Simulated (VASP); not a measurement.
# As (P6_3/mmc) in VASP: notebook, part 2 of 2

VASP 6.6.1. Earlier steps stand in the parts before.

## 3. Single point, PBE

This run uses another cell than the first one, of 8.34 Å³/atom, 0.439 times its volume.

File INCAR:

```
SYSTEM = As
ALGO = Normal ; EDIFF = 1E-6
ENCUT = 520 ; GGA = PE
ISIF = 2 ; ISMEAR = -1
LASPH = .True. ; LCHARG = .False.
LREAL = .False. ; LWAVE = .False.
NBANDS = 12 ; NELM = 80
PREC = Accurate ; SIGMA = 0.1
```

File KPOINTS:

```
k-points
0
Gamma
  16 16 9
  0 0 0
```

File POSCAR:

```
As
1.0
    2.2963609458      0.0000000000      0.0000000000
   -1.1481804729      1.9887069153      0.0000000000
    0.0000000000      0.0000000000      3.6528768496
As
2
Direct
    0.3333333333      0.6666666667      0.2500000000
    0.6666666667      0.3333333333      0.7500000000
```

Potentials or basis: VASP PAW PBE potentials, release 64 (As).

Launch:

```
> cat potpaw_PBE.64/As/POTCAR > POTCAR
> mpirun -np 1 vasp_std > vasp.out
```

OUTCAR:

```text
SYSTEM = As
   EDIFF = 1E-6
   ENCUT = 520
   GGA = PE
   ISIF = 2
   ISMEAR = -1
   LASPH = .True.
   LREAL = .False.
   NELM = 80
   PREC = Accurate

 ion  position               nearest neighbor table
   1  0.333  0.667  0.250-   2 2.26   2 2.26   2 2.26   2 2.26   2 2.26   2 2.26
   2  0.667  0.333  0.750-   1 2.26   1 2.26   1 2.26   1 2.26   1 2.26   1 2.26

  LATTYP: Found a hexagonal cell.
 ALAT       =     2.2963609458
 C/A-ratio  =     1.5907241657

  Lattice vectors:

 A1 = (   2.2963609458,   0.0000000000,   0.0000000000)
 A2 = (  -1.1481804729,   1.9887069153,   0.0000000000)
 A3 = (   0.0000000000,   0.0000000000,   3.6528768496)

Analysis of symmetry for initial positions (statically):
=====================================================================
 Subroutine PRICEL returns:
 Original cell was already a primitive cell.

 Routine SETGRP: Setting up the symmetry group for a
 hexagonal supercell.

 Subroutine GETGRP returns: Found 24 space group operations
 (whereof 12 operations were pure point group operations)
 out of a pool of 24 trial point group operations.

The static configuration has the point symmetry D_3d.
[... 179 lines left out ...]
      6      32.0894      0.00000
      7      32.0894      0.00000
      8      33.8883      0.00000
      9      35.3226      0.00000
     10      37.2507      0.00000
     11      39.5941      0.00000
     12      40.5956      0.00000
[... 331 lines left out ...]
 k-point    24 :       0.2500    0.1875    0.0000
  band No.  band energies     occupation
      1      -0.6172      2.00000
      2      10.7446      2.00000
      3      10.8633      2.00000
      4      12.1600      2.00000
      5      14.2467      2.00000
      6      22.8117      0.00000
      7      23.0706      0.00000
      8      25.3461      0.00000
      9      26.4446      0.00000
     10      35.3135      0.00000
     11      39.5832      0.00000
     12      43.1361      0.00000

 [... further k-points ...]

------------------------ aborting loop because EDIFF is reached ----------------------------------------

  FORCE on cell =-STRESS in cart. coord.  units (eV):
  Direction    XX          YY          ZZ          XY          YZ          ZX
  --------------------------------------------------------------------------------------
  -------------------------------------------------------------------------------------
  Total       44.1476167     44.1476167     44.1057067      0.0000000      0.0000000      0.0000000
  in kB     4240.0587899   4240.0587898   4236.0336403      0.0000000      0.0000000      0.0000000
  external PRESSURE =    4238.7170733 kB  Pullay stress =       0.0000000 kB

 VOLUME and BASIS-vectors are now :
 -----------------------------------------------------------------------------
  energy-cutoff  :      520.00
  volume of cell :       16.68
      direct lattice vectors                 reciprocal lattice vectors
     2.296360946  0.000000000  0.000000000     0.435471611  0.251419652  0.000000000
    -1.148180473  1.988706915  0.000000000     0.000000000  0.502839303  0.000000000
     0.000000000  0.000000000  3.652876850     0.000000000  0.000000000  0.273756834

 POSITION                                       TOTAL-FORCE (eV/Angst)
 -----------------------------------------------------------------------------------
     -0.00000      1.32580      0.91322         0.000000     -0.000000      0.000000
      1.14818      0.66290      2.73966        -0.000000      0.000000      0.000000
 -----------------------------------------------------------------------------------
    total drift:                               -0.000000      0.000000     -0.000000

  FREE ENERGIE OF THE ION-ELECTRON SYSTEM (eV)
  ---------------------------------------------------
  free  energy   TOTEN  =         5.0935139973 eV

  energy  without entropy=        5.1077752355  energy(sigma->0) =        5.10064462
```

OSZICAR:

```text
N       E                     dE             d eps       ncg     rms          rms(c)
DAV:   1     0.409839158674E+02    0.40984E+02   -0.50465E+03  3632   0.772E+02
DAV:   2     0.566182260316E+01   -0.35322E+02   -0.33698E+02  4748   0.138E+02
DAV:   3     0.467218445429E+01   -0.98964E+00   -0.98145E+00  4560   0.208E+01
DAV:   4     0.467100514549E+01   -0.11793E-02   -0.11791E-02  4164   0.719E-01
DAV:   5     0.467100485367E+01   -0.29182E-06   -0.29108E-06  4428   0.116E-02    0.135E+01
DAV:   6     0.494274316404E+01    0.27174E+00   -0.15244E-02  3928   0.979E-01    0.815E+00
DAV:   7     0.509316608135E+01    0.15042E+00   -0.31611E-02  4036   0.145E+00    0.117E-01
DAV:   8     0.509350412628E+01    0.33804E-03   -0.43244E-04  4348   0.138E-01    0.465E-02
DAV:   9     0.509351153050E+01    0.74042E-05   -0.22736E-05  4288   0.299E-02    0.145E-02
DAV:  10     0.509351513469E+01    0.36042E-05   -0.33324E-07  2888   0.465E-03    0.629E-03
DAV:  11     0.509351408854E+01   -0.10462E-05   -0.52650E-08  2248   0.178E-03    0.356E-04
DAV:  12     0.509351399729E+01   -0.91243E-07   -0.27612E-09  2052   0.407E-04
   1 F= 0.50935140E+01 E0= 0.51006446E+01  d E =-.142612E-01
```

stdout:

```text
POSCAR found type information on POSCAR As
 POSCAR found :  1 types and       2 ions
 scaLAPACK will be used
 LDA part: xc-table for (Slater+PW92), standard interpolation
 POSCAR, INCAR and KPOINTS ok, starting setup
 FFT: planning ... GRIDC
 FFT: planning ... GRID_SOFT
 FFT: planning ... GRID
 WAVECAR not read
 entering main loop
```

Wall time 13 s (1 thread of AMD EPYC 9R45 (Zen 5), shared host); peak memory 0.11 GiB.

What came out:

```yaml
Free_energy: 5.0935 eV
Pressure: 423.9 GPa
Band_gap_on_the_k_mesh: zero (band 5 reaches 31.60 eV, above the bottom of band 6 at 11.89 eV)
```

Stress tensor (GPa, compression positive):
```
424.01   0.00   0.00
  0.00 424.01   0.00
  0.00   0.00 423.60
```

Levels at points of the mesh, in eV from the Fermi level:
| k point | band 1 | band 2 | band 3 | band 4 | band 5 | band 6 | band 7 | band 8 | band 9 | band 10 |
| --- | --- | --- | --- | --- | --- | --- | --- | --- | --- | --- |
| (0.00, 0.00, 0.00) | -26.61 | -15.37 | -14.25 | 9.17 | 9.17 | 11.81 | 11.81 | 13.61 | 15.04 | 16.97 |
| (0.50, 0.00, 0.00) | -16.91 | -16.52 | -6.60 | -5.81 | -4.10 | -3.34 | 0.23 | 5.75 | 10.58 | 13.30 |

## 4. Single point, PBE (volume scaled by 0.43, ecut 600)

File INCAR:

```
ALGO     = Normal         # electronic algorithm
EDIFF    = 1E-6           # SCF threshold, eV
ENCUT    = 520            # plane-wave cutoff, eV
GGA      = PE             # functional
ISIF     = 2              # what is computed and relaxed
ISMEAR   = -1             # smearing method
LASPH    = True           # aspherical terms in the spheres
LCHARG   = False          # write CHGCAR
LREAL    = False          # projectors in reciprocal space
LWAVE    = False          # write WAVECAR
NBANDS   = 12             # bands
NELM     = 100            # most SCF steps
PREC     = Accurate       # precision mode
SIGMA    = 0.1            # smearing width, eV
```

File KPOINTS:

```
k-points
0
Gamma
  16 16 9
```

POSCAR is that of step 3.

Launch:

```
> cat potpaw_PBE.64/As/POTCAR > POTCAR
> mpirun -np 1 vasp_std > vasp.out
```

It took 13 s on 1 thread of AMD EPYC 9R45 (Zen 5), shared host; peak memory 0.11 GiB.

Results (log left out):

```yaml
Free_energy: 5.0935 eV
Pressure: 423.9 GPa
Band_gap_on_the_k_mesh: zero (band 5 reaches 31.60 eV, above the bottom of band 6 at 11.89 eV)
```

Stress tensor (GPa, compression positive):
```
424.01   0.00   0.00
  0.00 424.01   0.00
  0.00   0.00 423.60
```

Levels at points of the mesh, in eV from the Fermi level:
| k point | band 1 | band 2 | band 3 | band 4 | band 5 | band 6 | band 7 | band 8 | band 9 | band 10 |
| --- | --- | --- | --- | --- | --- | --- | --- | --- | --- | --- |
| (0.00, 0.00, 0.00) | -26.61 | -15.37 | -14.25 | 9.17 | 9.17 | 11.81 | 11.81 | 13.61 | 15.04 | 16.97 |
| (0.50, 0.00, 0.00) | -16.91 | -16.52 | -6.60 | -5.81 | -4.10 | -3.34 | 0.23 | 5.75 | 10.58 | 13.30 |

Caveat: the cell differs from its parent crystal (volume scaled by 0.43, ecut 600).

## 5. Single point, PBE

This run uses another cell than the first one, of 9.70 Å³/atom, 0.510 times its volume.

File INCAR:

```
ALGO = Normal
EDIFF = 1E-7
ENCUT = 520
GGA = PE
ISIF = 2
ISMEAR = -1
LASPH = T
LCHARG = F
LREAL = F
LWAVE = F
NBANDS = 12
NELM = 80
PREC = Accurate
SIGMA = 0.1
```

KPOINTS is that of step 4.

File POSCAR:

```
As
1.0
    2.4159468925      0.0000000000      0.0000000000
   -1.2079734462      2.0922713831      0.0000000000
    0.0000000000      0.0000000000      3.8374445882
As
2
Direct
    0.3333333333      0.6666666667      0.2500000000
    0.6666666667      0.3333333333      0.7500000000
```

Launch:

```
> cat potpaw_PBE.64/As/POTCAR > POTCAR
> mpirun -np 1 vasp_std > vasp.out
```

It took 14 s on 1 thread of AMD EPYC 9R45 (Zen 5), shared host; peak memory 0.12 GiB.

It converged, with:

| Quantity | Value |
| --- | --- |
| Free energy | -0.4355 eV |
| Pressure | 246.9 GPa |
| Band gap on the k mesh | zero (band 5 reaches 26.70 eV, above the bottom of band 6 at 9.73 eV) |

Stress tensor (GPa, compression positive):
```
246.77   0.00   0.00
  0.00 246.77   0.00
  0.00   0.00 247.11
```

Levels at points of the mesh, in eV from the Fermi level:
```
           k point  band 1  band 2  band 3  band 4  band 5  band 6  band 7  band 8  band 9  band 10
(0.00, 0.00, 0.00)  -23.83  -13.31  -13.23    7.90    7.90   10.73   10.73   13.44   13.92    14.65
(0.50, 0.00, 0.00)  -15.38  -14.54   -5.67   -5.26   -4.42   -2.54    0.28    5.25    9.08    12.75
```

## 6. Single point, PBE

File INCAR:

```
SYSTEM = As
PREC = Accurate ; ENCUT = 520
EDIFF = 1E-7 ; ISMEAR = -1
SIGMA = 0.1 ; LREAL = .False.
LASPH = .True. ; NELM = 60
ALGO = Normal ; ISIF = 2
LWAVE = .False. ; LCHARG = .True.
GGA = PE ; LELF = .True.
LVHAR = .True. ; NBANDS = 12
```

File KPOINTS:

```
regular mesh
0
Gamma
  16 16 9
  0 0 0
```

Edit POSCAR of step 5 so:

```diff
@@ -2,3 +2,3 @@
 1.0
-    2.4159468925      0.0000000000      0.0000000000
+    2.4159468924      0.0000000000      0.0000000000
    -1.2079734462      2.0922713831      0.0000000000
```

Potentials or basis: VASP PAW PBE potentials, release 64 (As).

Launch:

```
> cat potpaw_PBE.64/As/POTCAR > POTCAR
> mpirun -np 1 vasp_std > vasp.out
```

Wall time 15 s (1 thread of AMD EPYC 9R45 (Zen 5), shared host); peak memory 0.12 GiB.

It converged, with:

```yaml
Free_energy: -0.4355 eV
Pressure: 246.9 GPa
Band_gap_on_the_k_mesh: zero (band 5 reaches 26.70 eV, above the bottom of band 6 at 9.73 eV)
```

Stress tensor (GPa, compression positive):
```
246.77   0.00   0.00
  0.00 246.77   0.00
  0.00   0.00 247.11
```

Levels at points of the mesh, in eV from the Fermi level:
```csv
k point,band 2,band 3,band 4,band 5,band 6,band 7,band 8,band 9
"(0.00, 0.00, 0.00)",-13.31,-13.23,7.90,7.90,10.73,10.73,13.44,13.92
"(0.50, 0.00, 0.00)",-14.54,-5.67,-5.26,-4.42,-2.54,0.28,5.25,9.08
```

## 7. Summary

| task | cell | cutoff (eV) | gap on the mesh (eV) | pressure (GPa) |
| --- | --- | --- | --- | --- |
| relaxation of cell and atoms | relaxed from a = 3.003, b = 3.003, c = 4.865 Å, angles 90.0, 90.0, 120.0°, 2 atoms | 600 | none | 0.0 |
| single point | a = 2.296, b = 2.296, c = 3.653 Å, angles 90.0, 90.0, 120.0°, 2 atoms | 520 | none | 423.9 |
| single point | a = 2.416, b = 2.416, c = 3.837 Å, angles 90.0, 90.0, 120.0°, 2 atoms | 520 | none | 246.9 |

Alike in all rows: level PBE; potentials or basis VASP PAW PBE potentials, release 64 (As); no spin polarisation; k mesh 16 × 16 × 9; smearing fermi-dirac 0.1 eV.

Absolute energies hang on the potentials; compare differences alone.
